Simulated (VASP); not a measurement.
# Nb16H (a cell with a defect) in VASP: further runs, part 2 of 2

VASP 6.6.1. Earlier steps stand in the parts before.

## (3) Single point, LDA

INCAR reads:

```
  PREC = Accurate
  ENCUT = 520
  EDIFF = 1E-7
  ISMEAR = -1
  SIGMA = 0.1
  LREAL = Auto
  LASPH = T
  NELM = 60
  ALGO = Normal
  ISIF = 2
  LWAVE = F
  LCHARG = F
  NBANDS = 118
```

KPOINTS reads:

```
regular mesh
0
Gamma
  2 2 2
```

POSCAR reads:

```
Nb16H
1.0
    6.6000000000      0.0000000000      0.0000000000
    0.0000000000      6.6000000000      0.0000000000
    0.0000000000      0.0000000000      6.6000000000
Nb H
16 1
Direct
    0.0097727273     -0.0264090909     -0.0039242424
    0.5038030303     -0.0004393939     -0.0093636364
    0.0009848485      0.4754393939      0.0013181818
    0.0046969697      0.0048787879      0.4938333333
    0.2635151515      0.2473030303      0.2596818182
    0.5102121212      0.4863787879     -0.0068636364
    0.5121363636      0.0150303030      0.4982121212
    0.7513333333      0.2226515152      0.2655757576
    0.0144545455      0.5019545455      0.4922878788
    0.2596818182      0.7372272727      0.2092272727
    0.2481969697      0.2594393939      0.7426212121
    0.5308484848      0.4960000000      0.4897727273
    0.7748484848      0.7301818182      0.2331666667
    0.7645303030      0.2471666667      0.7511212121
    0.2696515152      0.7595606061      0.7659696970
    0.7617272727      0.7505000000      0.7437727273
    0.1697272727      0.7667272727      0.4982121212
```

Potentials or basis: VASP PAW LDA potentials, release 64 (Nb_sv, H).

On the command line:

```sh
$ cat potpaw_LDA.64/Nb_sv/POTCAR potpaw_LDA.64/H/POTCAR > POTCAR
$ mpirun -np 1 vasp_std > vasp.out
```

OUTCAR:

```text
PREC = Accurate
   ENCUT = 520
   EDIFF = 1E-7
   ISMEAR = -1
   LREAL = Auto
   LASPH = T
   NELM = 60
   ISIF = 2

 ion  position               nearest neighbor table
   1  0.010  0.974  0.996-  10 2.67  15 2.69  13 2.73  16 2.76  14 2.91   8 2.96  11 2.97   5 3.02

   2  0.504  1.000  0.991-  15 2.66  10 2.77   8 2.85  14 2.85  16 2.87   5 2.89  11 2.91  13 2.99

   3  0.001  0.475  0.001-  13 2.72  14 2.73  11 2.76  10 2.79   5 2.86   8 2.92  16 2.95  15 3.01

   4  0.005  0.005  0.494-  17 1.91   8 2.67   5 2.80  14 2.82  11 2.85  16 2.85  13 2.92  15 2.98
[... 1185 lines left out ...]
  Total       -8.0337672    -10.0770812     -7.3969030     -0.7922030     -0.2832926      0.2532355
  in kB      -44.7711259    -56.1582457    -41.2219659     -4.4148432     -1.5787523      1.4112481
  external PRESSURE =     -47.3837792 kB  Pullay stress =       0.0000000 kB

 VOLUME and BASIS-vectors are now :
 -----------------------------------------------------------------------------
  energy-cutoff  :      520.00
  volume of cell :      287.50
      direct lattice vectors                 reciprocal lattice vectors
     6.600000000  0.000000000  0.000000000     0.151515152  0.000000000  0.000000000
     0.000000000  6.600000000  0.000000000     0.000000000  0.151515152  0.000000000
     0.000000000  0.000000000  6.600000000     0.000000000  0.000000000  0.151515152

 POSITION                                       TOTAL-FORCE (eV/Angst)
 -----------------------------------------------------------------------------------
      0.06450      6.42570      6.57410        -0.344979      1.201422     -0.057866
      3.32510      6.59710      6.53820         0.440563     -0.142355      0.247649
      0.00650      3.13790      0.00870         0.599699      0.570862     -0.286721
      0.03100      0.03220      3.25930         0.331369     -0.312562      0.349451
      1.73920      1.63220      1.71390        -0.430690     -0.245172     -0.833570
      3.36740      3.21010      6.55470         0.304163      0.098061      0.002743
[... 9 lines left out ...]
      5.02740      4.95330      4.90890         0.003574     -0.370143     -0.005312
      1.12020      5.06040      3.28820         0.072204     -0.307157     -0.511028
 -----------------------------------------------------------------------------------
    total drift:                               -0.001016     -0.000662      0.001850

  FREE ENERGIE OF THE ION-ELECTRON SYSTEM (eV)
  ---------------------------------------------------
  free  energy   TOTEN  =      -184.2812774841 eV

  energy  without entropy=     -183.7917073023  energy(sigma->0) =     -184.03649239
```

OSZICAR:

```text
N       E                     dE             d eps       ncg     rms          rms(c)
DAV:   1     0.338327220820E+04    0.33833E+04   -0.11165E+05  1888   0.189E+03
DAV:   2     0.105669506886E+03   -0.32776E+04   -0.32337E+04  2440   0.930E+02
DAV:   3    -0.156353942246E+03   -0.26202E+03   -0.25250E+03  3320   0.210E+02
DAV:   4    -0.188063294268E+03   -0.31709E+02   -0.30114E+02  3320   0.635E+01
[... 10 lines left out ...]
DAV:  15    -0.184281278530E+03    0.17716E-05   -0.93700E-05  3136   0.533E-02    0.138E-02
DAV:  16    -0.184281277788E+03    0.74180E-06   -0.22305E-05  3272   0.249E-02    0.927E-03
DAV:  17    -0.184281277558E+03    0.22955E-06   -0.52576E-06  3064   0.118E-02    0.577E-03
DAV:  18    -0.184281277508E+03    0.49826E-07   -0.13452E-06  2752   0.628E-03    0.144E-03
DAV:  19    -0.184281277484E+03    0.24320E-07   -0.20813E-07  1352   0.317E-03
   1 F= -.18428128E+03 E0= -.18403649E+03  d E =-.489570E+00
```

Run time: 16 min. Hardware: 1 thread of Intel Xeon Platinum 8259CL at 2.50GHz (Skylake/Cascade Lake), shared host; peak memory 0.39 GiB.

What came out:

```
Free energy   : -184.2813 eV
Pressure      : -4.7 GPa
Largest force : 2.161 eV/Å
```

Forces in eV/Å, atoms in the order of the input:
```
Nb  -0.345  1.201 -0.058
Nb   0.441 -0.142  0.248
Nb   0.600  0.571 -0.287
Nb   0.331 -0.313  0.349
Nb  -0.431 -0.245 -0.834
Nb   0.304  0.098  0.003
Nb  -0.118 -0.974  0.096
Nb   0.588  1.079 -1.196
Nb  -0.189 -0.434  0.349
Nb   0.621  0.159  2.064
Nb   0.742 -0.347  0.377
Nb  -0.851  0.431  0.449
Nb  -1.086  0.461  0.540
Nb  -0.554 -0.113 -0.328
Nb  -0.129 -0.755 -1.256
Nb   0.004 -0.370 -0.005
H    0.072 -0.307 -0.511
```

Levels at points of the mesh, in eV from the Fermi level:
| k point | band 101 | band 102 | band 103 | band 104 | band 105 | band 106 | band 107 | band 108 |
| --- | --- | --- | --- | --- | --- | --- | --- | --- |
| (0.00, 0.00, 0.00) | 0.43 | 0.51 | 0.66 | 0.68 | 0.73 | 0.73 | 0.78 | 0.82 |
| (0.50, 0.00, 0.00) | -0.18 | -0.14 | 0.05 | 0.14 | 0.18 | 0.23 | 0.29 | 0.52 |
| (0.00, 0.50, 0.00) | -0.25 | -0.16 | 0.09 | 0.19 | 0.20 | 0.44 | 0.50 | 0.59 |
| (0.00, 0.00, 0.50) | -0.14 | -0.09 | 0.02 | 0.13 | 0.24 | 0.38 | 0.53 | 0.56 |
| (0.50, 0.50, 0.00) | -0.43 | -0.39 | -0.34 | -0.33 | -0.26 | -0.20 | -0.13 | -0.09 |
| (0.00, 0.50, 0.50) | -0.43 | -0.41 | -0.37 | -0.33 | -0.31 | -0.26 | 0.09 | 0.19 |
| (0.50, 0.00, 0.50) | -0.41 | -0.36 | -0.32 | -0.23 | -0.17 | -0.10 | 0.04 | 0.06 |
| (0.50, 0.50, 0.50) | -1.18 | -1.15 | -1.11 | -1.11 | -1.08 | -1.02 | -1.00 | -0.95 |

Caveat: the k points lie up to 0.48 Å⁻¹ apart.

## (4) Single point, LDA

INCAR reads:

```
ALGO     = Normal         # electronic algorithm
EDIFF    = 1E-6           # SCF threshold, eV
ENCUT    = 520            # plane-wave cutoff, eV
GGA      = CA             # functional
ISIF     = 2              # what is computed and relaxed
ISMEAR   = -1             # smearing method
LASPH    = True           # aspherical terms in the spheres
LCHARG   = False          # write CHGCAR
LREAL    = Auto         
LWAVE    = False          # write WAVECAR
NBANDS   = 118            # bands
NELM     = 60             # most SCF steps
PREC     = Accurate       # precision mode
SIGMA    = 0.1            # smearing width, eV
```

KPOINTS reads:

```
k-points
0
Gamma
  2 2 2
```

POSCAR reads:

```
Nb16H
1.0
    6.6000000000      0.0000000000      0.0000000000
    0.0000000000      6.6000000000      0.0000000000
    0.0000000000      0.0000000000      6.6000000000
Nb H
16 1
Direct
    0.0166060606      0.0089393939     -0.0069848485
    0.5226212121     -0.0051060606     -0.0018333333
    0.0199393939      0.5077575758     -0.0078939394
    0.0018484848      0.0008939394      0.4947575758
    0.2582575758      0.2441666667      0.2369696970
    0.5168939394      0.5004545455     -0.0034393939
    0.5105454545     -0.0163484848      0.4968181818
    0.7619393939      0.2591515152      0.2324090909
   -0.0024696970      0.4756666667      0.4963030303
    0.2691363636      0.7477575758      0.2526515152
    0.2646818182      0.2320303030      0.7442878788
    0.5014090909      0.4822727273      0.4984090909
    0.7567575758      0.7538939394      0.2511818182
    0.7556060606      0.2422878788      0.7413939394
    0.2669393939      0.7336363636      0.7511969697
    0.7601666667      0.7397575758      0.7501666667
    0.1244393939      0.7343484848      0.4984393939
```

On the command line:

```sh
$ cat potpaw_LDA.64/Nb_sv/POTCAR potpaw_LDA.64/H/POTCAR > POTCAR
$ mpirun -np 1 vasp_std > vasp.out
```

Run time: 12 min. Hardware: 1 thread of Oxide Virtual Turin-like, shared host; peak memory 0.35 GiB.

Results (log left out):

| Item | Value |
| --- | --- |
| Free energy | -184.9735 eV |
| Pressure | -5.7 GPa |
| Largest force | 0.896 eV/Å |

Forces on the atoms (eV/Å):
```
Nb   0.017 -0.674  0.070
Nb  -0.317  0.023 -0.088
Nb  -0.313 -0.481  0.167
Nb   0.066 -0.089 -0.084
Nb   0.128  0.084  0.384
Nb  -0.152 -0.160 -0.026
Nb  -0.015  0.413 -0.041
Nb  -0.198 -0.643  0.514
Nb   0.300  0.471 -0.100
Nb  -0.126 -0.109 -0.880
Nb  -0.320  0.398 -0.088
Nb   0.414  0.184 -0.170
Nb   0.345 -0.292 -0.293
Nb   0.207  0.067  0.182
Nb   0.092  0.463  0.392
Nb   0.002  0.213 -0.067
H   -0.132  0.132  0.127
```

Stress tensor (GPa, compression positive):
```
-5.68  0.02 -0.05
 0.02 -5.79 -0.05
-0.05 -0.05 -5.58
```

Levels at points of the mesh, in eV from the Fermi level:
| k point | band 103 | band 104 | band 105 | band 106 | band 107 | band 108 |
| --- | --- | --- | --- | --- | --- | --- |
| (0.00, 0.00, 0.00) | 0.76 | 0.81 | 0.82 | 0.84 | 0.86 | 0.87 |
| (0.50, 0.00, 0.00) | 0.17 | 0.20 | 0.24 | 0.27 | 0.29 | 0.65 |
| (0.00, 0.50, 0.00) | 0.19 | 0.25 | 0.29 | 0.33 | 0.55 | 0.65 |
| (0.00, 0.00, 0.50) | 0.08 | 0.12 | 0.22 | 0.24 | 0.50 | 0.59 |
| (0.50, 0.50, 0.00) | -0.37 | -0.30 | -0.27 | -0.23 | -0.07 | -0.03 |
| (0.00, 0.50, 0.50) | -0.32 | -0.30 | -0.20 | -0.19 | -0.13 | -0.08 |
| (0.50, 0.00, 0.50) | -0.28 | -0.27 | -0.21 | -0.18 | -0.10 | -0.07 |
| (0.50, 0.50, 0.50) | -1.14 | -1.13 | -1.11 | -1.09 | -1.08 | -1.05 |

Caveat: the k points lie up to 0.48 Å⁻¹ apart.
